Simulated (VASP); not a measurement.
# Nb3Te2Mo (P-3m1) in VASP: a series of runs

Runs on Nb3Te2Mo. Level: PBE. Tasks: single point, relaxation of cell and atoms.

Everything below comes from runs of VASP 6.6.1. Logs are shortened: lines on timing, memory, paths and dates and some standing lists are left out, and cuts for length are marked.

## Step 1: The cell of the first run

Symmetry: P-3m1, No. 164, trigonal system. Conventional cell: a = 4.843 Å, b = 4.843 Å, c = 5.564 Å, α = 90.00°, β = 90.00°, γ = 120.00°. Nb (site symmetry -3m) has 2 Mo at 2.78 Å and 6 Nb at 2.97 Å and 6 Te at 3.29 Å within 3.7 Å. Nb (site symmetry 3m) has 5 Te at 2.73 to 2.89 Å and 6 Nb at 2.97 to 3.44 Å and 3 Mo at 3.32 Å within 3.6 Å. Within 3.6 Å of Te (site symmetry 3m) lie 8 Nb at 2.73 to 3.29 Å and 3 Mo at 2.99 Å and 3 Te at 3.50 Å. Within 3.7 Å of Mo (site symmetry -3m) lie 8 Nb at 2.78 to 3.32 Å and 6 Te at 2.99 Å.

## Step 2: Single point, PBE

INCAR

```
PREC = Accurate ; ENCUT = 520
EDIFF = 1E-7 ; ISMEAR = 0
SIGMA = 0.2 ; LREAL = False
LASPH = True ; NELM = 60
ALGO = Normal ; ISIF = 2
LWAVE = False ; LCHARG = False
GGA = PE ; NBANDS = 42
```

KPOINTS

```
Automatic mesh
0
Gamma
  4 4 3
```

POSCAR

```
Nb3Te2Mo
1.0
    4.8432341482      0.0000000000      0.0000000000
   -2.4216170741      4.1943638088      0.0000000000
    0.0000000000      0.0000000000      5.5638756946
Nb Te Mo
3 2 1
Direct
    0.0000000000      0.0000000000      0.5000000000
    0.3333333333      0.6666666667      0.6793257804
    0.6666666667      0.3333333333      0.3206742196
    0.6666666667      0.3333333333      0.8114012888
    0.3333333333      0.6666666667      0.1885987112
    0.0000000000      0.0000000000      0.0000000000
```

Potentials or basis: VASP PAW PBE potentials, release 64 (Nb_sv, Te, Mo_sv).

Command:

```sh
$ cat potpaw_PBE.64/Nb_sv/POTCAR potpaw_PBE.64/Te/POTCAR potpaw_PBE.64/Mo_sv/POTCAR > POTCAR
$ mpirun -np 1 vasp_std > vasp.out
```

OUTCAR:

```text
PREC = Accurate
   ENCUT = 520
   EDIFF = 1E-7
   ISMEAR = 0
   LREAL = False
   LASPH = True
   NELM = 60
   ISIF = 2
   GGA = PE

 ion  position               nearest neighbor table
   1  0.000  0.000  0.500-   6 2.78   6 2.78   2 2.97   3 2.97   2 2.97   3 2.97   3 2.97   2 2.97
                             4 3.29   5 3.29   4 3.29   5 3.29   4 3.29   5 3.29
   2  0.333  0.667  0.679-   5 2.73   5 2.83   4 2.89   4 2.89   4 2.89   1 2.97   1 2.97   1 2.97

   3  0.667  0.333  0.321-   4 2.73   4 2.83   5 2.89   5 2.89   5 2.89   1 2.97   1 2.97   1 2.97

   4  0.667  0.333  0.811-   3 2.73   3 2.83   2 2.89   2 2.89   2 2.89   6 2.99   6 2.99   6 2.99
                             1 3.29   1 3.29   1 3.29   5 3.50   5 3.50   5 3.50
   5  0.333  0.667  0.189-   2 2.73   2 2.83   3 2.89   3 2.89   3 2.89   6 2.99   6 2.99   6 2.99
                             1 3.29   1 3.29   1 3.29   4 3.50   4 3.50   4 3.50
   6  0.000  0.000  0.000-   1 2.78   1 2.78   5 2.99   4 2.99   5 2.99   4 2.99   4 2.99   5 2.99

  LATTYP: Found a hexagonal cell.
 ALAT       =     4.8432341482
 C/A-ratio  =     1.1487934558

  Lattice vectors:

 A1 = (   4.8432341482,   0.0000000000,   0.0000000000)
 A2 = (  -2.4216170741,   4.1943638088,   0.0000000000)
 A3 = (   0.0000000000,   0.0000000000,   5.5638756946)

Analysis of symmetry for initial positions (statically):
=====================================================================
 Subroutine PRICEL returns:
 Original cell was already a primitive cell.

 Routine SETGRP: Setting up the symmetry group for a
 hexagonal supercell.

 Subroutine GETGRP returns: Found 12 space group operations
 (whereof 12 operations were pure point group operations)
 out of a pool of 24 trial point group operations.

The static configuration has the point symmetry D_3d.

Analysis of symmetry for dynamics (positions and initial velocities):
=====================================================================
 Subroutine PRICEL returns:
 Original cell was already a primitive cell.

 Routine SETGRP: Setting up the symmetry group for a
 hexagonal supercell.

 Subroutine GETGRP returns: Found 12 space group operations
 (whereof 12 operations were pure point group operations)
 out of a pool of 24 trial point group operations.

The dynamic configuration has the point symmetry D_3d.

 Subroutine INISYM returns: Found 12 space group operations
 (whereof 12 operations are pure point group operations),
 and found     1 'primitive' translations

----------------------------------------------------------------------------------------

                                     Primitive cell

  volume of cell :     113.0262

  direct lattice vectors                    reciprocal lattice vectors
     4.843234148  0.000000000  0.000000000     0.206473602  0.119207590  0.000000000
    -2.421617074  4.194363809  0.000000000     0.000000000  0.238415179  0.000000000
     0.000000000  0.000000000  5.563875695     0.000000000  0.000000000  0.179730831

  length of vectors
     4.843234148  4.843234148  5.563875695     0.238415179  0.238415179  0.179730831

  position of ions in fractional coordinates (direct lattice)
     0.000000000  0.000000000  0.500000000
     0.333333333  0.666666667  0.679325780
     0.666666667  0.333333333  0.320674220
     0.666666667  0.333333333  0.811401289
     0.333333333  0.666666667  0.188598711
     0.000000000  0.000000000  0.000000000

  ion indices of the primitive-cell ions
   primitive index   ion index
                 1           1
                 2           2
                 3           3
                 4           4
                 5           5
                 6           6

----------------------------------------------------------------------------------------

 KPOINTS: Automatic mesh

Automatic generation of k-mesh.
 Grid dimensions read from file:
 generate k-points for:    4    4    3

 Generating k-lattice:

  Cartesian coordinates                     Fractional coordinates (reciprocal lattice)
     0.051618401  0.029801897  0.000000000     0.250000000  0.000000000  0.000000000
     0.000000000  0.059603795  0.000000000     0.000000000  0.250000000  0.000000000
     0.000000000  0.000000000  0.059910277     0.000000000  0.000000000  0.333333333

  Length of vectors
     0.059603795  0.059603795  0.059910277

  Shift w.r.t. Gamma in fractional coordinates (k-lattice)
     0.000000000  0.000000000  0.000000000

 Subroutine IBZKPT returns following result:
 ===========================================

 Found      9 irreducible k-points:

 Following reciprocal coordinates:
            Coordinates               Weight
  0.000000  0.000000  0.000000      1.000000
  0.250000  0.000000  0.000000      6.000000
  0.500000  0.000000  0.000000      3.000000
  0.250000  0.250000  0.000000      6.000000
  0.000000  0.000000  0.333333      2.000000
  0.250000  0.000000  0.333333      6.000000
  0.000000  0.250000  0.333333      6.000000
  0.500000  0.000000  0.333333      6.000000
  0.250000  0.250000  0.333333     12.000000
   k-points           NKPTS =      9   k-points in BZ     NKDIM =      9   number of bands    NBANDS=     42
   number of dos      NEDOS =    301   number of ions     NIONS =      6
   total plane-waves  NPLWV =  54432
   dimension x,y,z NGX =    36 NGY =   36 NGZ =   42
   dimension x,y,z NGXF=    72 NGYF=   72 NGZF=   84
   ions per type =               3   2   1
   NGX,Y,Z   is equivalent  to a cutoff of  12.36, 12.36, 12.55 a.u.
   NGXF,Y,Z  is equivalent  to a cutoff of  24.71, 24.71, 25.10 a.u.
 SYSTEM =  unknown system
   PREC   = accura    normal or accurate (medium, high low for compatibility)
   ISTART =      0    job   : 0-new  1-cont  2-samecut
   ICHARG =      2    charge: 1-file 2-atom 10-const
   ISPIN  =      1    spin polarized calculation?
   LNONCOLLINEAR =      F non collinear calculations
   LSORBIT =      F    spin-orbit coupling
   LASPH  =      T    aspherical Exc in radial PAW
   ENCUT  =  520.0 eV  38.22 Ry    6.18 a.u.   9.01  9.01 10.35*2*pi/ulx,y,z
   NELM   =     60;   NELMIN=  2; NELMDL= -5     # of ELM steps
   EDIFF  = 0.1E-06   stopping-criterion for ELM
   LREAL  =      F    real-space projection
   EDIFFG = 0.1E-05   stopping-criterion for IOM
   NSW    =      0    number of steps for IOM
   IBRION =     -1    ionic relax: 0-MD 1-quasi-New 2-CG
   NFREE  =      0    steps in history (QN), initial steepest desc. (CG)
   ISIF   =      2    stress and relaxation
   ISYM   =      2    0-nonsym 1-usesym 2-fastsym
   POTIM  = 0.5000    time-step for ionic-motion
   TEBEG  =    0.0;   TEEND  =   0.0 temperature during run
   PSTRESS=    0.0 pullay stress
   NELECT =      65.0000    total number of electrons
   NUPDOWN=      -1.0000    fix difference up-down
   EMIN   =  10.00;   EMAX   =-10.00  energy-range for DOS
   EFERMI =   0.00;   METHOD = LEGACY
   ISMEAR =     0;   SIGMA  =   0.20  broadening in eV -4-tet -1-fermi 0-gaus
   EFERMI_NEDOS =   21; number of points for ismear=-14 and -15
   IALGO  =     38    algorithm
   IMIX   =      4    mixing-type and parameters
     AMIX     =   0.40;   BMIX     =  1.00
     AMIX_MAG =   1.60;   BMIX_MAG =  1.00
  volume/ion in A,a.u.               =      18.84       127.12
  Fermi-wavevector in a.u.,A,eV,Ry     =   1.361402  2.572676 25.217236  1.853415
  Thomas-Fermi vector in A             =   2.487981
   LORBIT       =      0    0 simple, 1 ext, 2 COOP (PROOUT), +10 PAW based schemes
   GGA     = PE    functional components
   LHFCALC =     F    Hartree Fock is set to
   AEXX    =    0.0000 exact exchange contribution
   IVDW    =     0    specifies the selected vdW correction
   LEPSILON=     F    determine dielectric tensor
   LRPA    =     F    only Hartree local field effects (RPA)
 non-spin polarized calculation
 Gauss-broadening in eV      SIGMA  =   0.20
  energy-cutoff  :      520.00
  volume of cell :      113.03
 maximum number of plane-waves:      3054
 NGX is ok and might be reduce to    36
   NGX = 17   NGY = 17   NGZ = 21

 number of electron      65.0000005 magnetization

 Free energy of the ion-electron system (eV)
  ---------------------------------------------------
  ext. energy  EPLUGINS =         0.00000000
  ---------------------------------------------------
  free energy    TOTEN  =       -46.57970732 eV

  energy without entropy =      -46.42575297  energy(sigma->0) =      -46.50273014

 E-fermi :  12.3189     XC(G=0): -12.1764

 val. band max:       12.3157346516   @ k =   0.2500   0.0000   0.3333
 cond. band min:      12.3284189051   @ k =   0.2500   0.2500   0.3333
 fundamental gap:      0.0126842535
 Fermi energy:        12.3188678259

 k-point     1 :       0.0000    0.0000    0.0000
  band No.  band energies     occupation
      1     -48.4136      2.00000
      2     -42.9030      2.00000
      3     -42.5309      2.00000
      4     -42.5268      2.00000
      5     -22.5761      2.00000
      6     -22.5761      2.00000
[... 34 lines left out ...]
     41      14.6738      0.00000
     42      14.7240      0.00000

 k-point     2 :       0.2500    0.0000    0.0000
  band No.  band energies     occupation
      1     -48.4136      2.00000
      2     -42.8966      2.00000
      3     -42.5352      2.00000
      4     -42.5289      2.00000
      5     -22.5790      2.00000
      6     -22.5770      2.00000
[... 34 lines left out ...]
     41      14.8356      0.00000
     42      15.0504      0.00000

 k-point     3 :       0.5000    0.0000    0.0000
  band No.  band energies     occupation
      1     -48.4135      2.00000
      2     -42.8901      2.00000
      3     -42.5395      2.00000
      4     -42.5312      2.00000
      5     -22.5818      2.00000
      6     -22.5779      2.00000
[... 222 lines left out ...]
      4     -42.5315      2.00000
      5     -22.5815      2.00000
      6     -22.5772      2.00000
[... 34 lines left out ...]
     41      14.5823      0.00000
     42      14.8797      0.00000

 k-point     9 :       0.2500    0.2500    0.3333
  band No.  band energies     occupation
      1     -48.4133      2.00000
      2     -42.8910      2.00000
      3     -42.5378      2.00000
      4     -42.5333      2.00000
      5     -22.5804      2.00000
      6     -22.5783      2.00000
[... 34 lines left out ...]
     41      14.9803      0.00000
     42      15.1915      0.00000

------------------------ aborting loop because EDIFF is reached ----------------------------------------

  FORCE on cell =-STRESS in cart. coord.  units (eV):
  Direction    XX          YY          ZZ          XY          YZ          ZX
  --------------------------------------------------------------------------------------
  -------------------------------------------------------------------------------------
  Total        0.1821425      0.1821425      0.0251185      0.0000000      0.0000000      0.0000000
  in kB        2.5819206      2.5819206      0.3560624      0.0000000      0.0000000      0.0000000
  external PRESSURE =       1.8399678 kB  Pullay stress =       0.0000000 kB

 VOLUME and BASIS-vectors are now :
 -----------------------------------------------------------------------------
  energy-cutoff  :      520.00
  volume of cell :      113.03
      direct lattice vectors                 reciprocal lattice vectors
     4.843234148  0.000000000  0.000000000     0.206473602  0.119207590  0.000000000
    -2.421617074  4.194363809  0.000000000     0.000000000  0.238415179  0.000000000
     0.000000000  0.000000000  5.563875695     0.000000000  0.000000000  0.179730831

 POSITION                                       TOTAL-FORCE (eV/Angst)
 -----------------------------------------------------------------------------------
      0.00000      0.00000      2.78194        -0.000000      0.000000      0.000000
     -0.00000      2.79624      3.77968         0.000000     -0.000000      0.072664
      2.42162      1.39812      1.78419        -0.000000      0.000000     -0.072664
      2.42162      1.39812      4.51454        -0.000000     -0.000000      0.040326
     -0.00000      2.79624      1.04934        -0.000000      0.000000     -0.040326
      0.00000      0.00000      0.00000        -0.000000      0.000000      0.000000
 -----------------------------------------------------------------------------------
    total drift:                               -0.000000      0.000000     -0.000000

  FREE ENERGIE OF THE ION-ELECTRON SYSTEM (eV)
  ---------------------------------------------------
  free  energy   TOTEN  =       -46.5797073192 eV

  energy  without entropy=      -46.4257529660  energy(sigma->0) =      -46.50273014
```

Wall time 32 s (1 thread of AMD EPYC 9R45 (Zen 5), shared host); peak memory 0.2 GiB.

Results:

```
Free energy            : -46.5797 eV
Pressure               : 0.2 GPa
Largest force          : 0.073 eV/Å
Band gap on the k mesh : zero (an odd number of electrons rules out a gap without spin polarisation)
```

Forces in eV/Å, atoms in the order of the input:
```
Nb   0.000  0.000  0.000
Nb   0.000  0.000  0.073
Nb   0.000  0.000 -0.073
Te   0.000  0.000  0.040
Te   0.000  0.000 -0.040
Mo   0.000  0.000  0.000
```

Stress tensor (GPa, compression positive):
```
0.26 0.00 0.00
0.00 0.26 0.00
0.00 0.00 0.04
```

Levels at points of the mesh, in eV from the Fermi level:
| k point | band 28 | band 29 | band 30 | band 31 | band 32 | band 33 | band 34 | band 35 | band 36 | band 37 |
| --- | --- | --- | --- | --- | --- | --- | --- | --- | --- | --- |
| (0.00, 0.00, 0.00) | -2.06 | -2.06 | -0.24 | 0.02 | 0.02 | 0.37 | 0.77 | 0.77 | 1.41 | 2.05 |
| (0.50, 0.00, 0.00) | -2.04 | -1.77 | -1.08 | -0.66 | -0.38 | 0.06 | 0.28 | 0.62 | 1.14 | 1.49 |

Caveat: the k points lie up to 0.38 Å⁻¹ apart, too coarse for converged energies and pressures of a metal; spin-orbit coupling is left out, which moves the levels of the heavy elements.

(Part 1 of 2 ends here.)
